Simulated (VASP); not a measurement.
Write the native input for VASP 6.6.1 that does the following.

```yaml
Task: single point
Functional: PBE
Potentials_or_basis: VASP PAW PBE potentials, release 64 (Si, O)
Cutoff: 520 eV
k_mesh: 4 × 4 × 4
Occupations: fermi-dirac, width 0.02 eV
Spin: no spin polarisation
Dipole_correction: no
Further_INCAR_settings: LREAL = Auto; ALGO = Normal; EDIFF = 1e-06; NBANDS = 82
```

The structure of SiO2 lies in POSCAR:

```
SiO2
1.0
    7.0632313809      0.0000000000      0.0000000000
    0.0000000000      7.0632313809      0.0000000000
    0.0000000000      0.0000000000      7.0632313809
Si O
8 16
Direct
    0.2868959221      0.2868959221      0.2868959221
    0.2131040779      0.7131040779      0.7868959221
    0.7868959221      0.2131040779      0.7131040779
    0.7131040779      0.7868959221      0.2131040779
    1.0233972195      1.0233972195      1.0233972195
    0.4766027805     -0.0233972195      0.5233972195
    0.5233972195      0.4766027805     -0.0233972195
   -0.0233972195      0.5233972195      0.4766027805
    0.1549679812      0.1549679812      0.1549679812
    0.3450320188      0.8450320188      0.6549679812
    0.6549679812      0.3450320188      0.8450320188
    0.8450320188      0.6549679812      0.3450320188
    0.6391161426      0.6683406916      0.0303538063
    0.8608838574      0.3316593084      0.5303538063
    0.1391161426      0.8316593084      0.9696461937
    0.3608838574      0.1683406916      0.4696461937
    0.0303538063      0.6391161426      0.6683406916
    0.5303538063      0.8608838574      0.3316593084
    0.9696461937      0.1391161426      0.8316593084
    0.4696461937      0.3608838574      0.1683406916
    0.6683406916      0.0303538063      0.6391161426
    0.3316593084      0.5303538063      0.8608838574
    0.8316593084      0.9696461937      0.1391161426
    0.1683406916      0.4696461937      0.3608838574
```

The input as run:

INCAR

```
SYSTEM = SiO2
PREC     = Accurate       ! precision mode
ENCUT    = 520            ! plane-wave cutoff, eV
EDIFF    = 1E-6           ! SCF threshold, eV
ISMEAR   = -1             ! smearing method
SIGMA    = 0.02           ! smearing width, eV
LREAL    = Auto         
LASPH    = .TRUE.         ! aspherical terms in the spheres
NELM     = 100            ! most SCF steps
ALGO     = Normal         ! electronic algorithm
ISIF     = 2              ! what is computed and relaxed
LWAVE    = .FALSE.        ! write WAVECAR
LCHARG   = .FALSE.        ! write CHGCAR
GGA      = PE             ! functional
NBANDS   = 82             ! bands
```

KPOINTS

```
regular mesh
0
G
  4 4 4
  0 0 0
```

Potentials or basis: VASP PAW PBE potentials, release 64 (Si, O).

Command:

```console
$ cat potpaw_PBE.64/Si/POTCAR potpaw_PBE.64/O/POTCAR > POTCAR
$ mpirun -np 1 vasp_std > vasp.out
```

Results of the run:

```
Pressure               : 1.4 GPa
Largest force          : 0.029 eV/Å
Band gap on the k mesh : 5.77 eV (least direct gap 5.78 eV)
```

Run time: 4.4 min on 1 thread of Intel(R) Xeon(R) 6975P-C (Granite Rapids), on a shared host, peak memory 0.49 GiB.
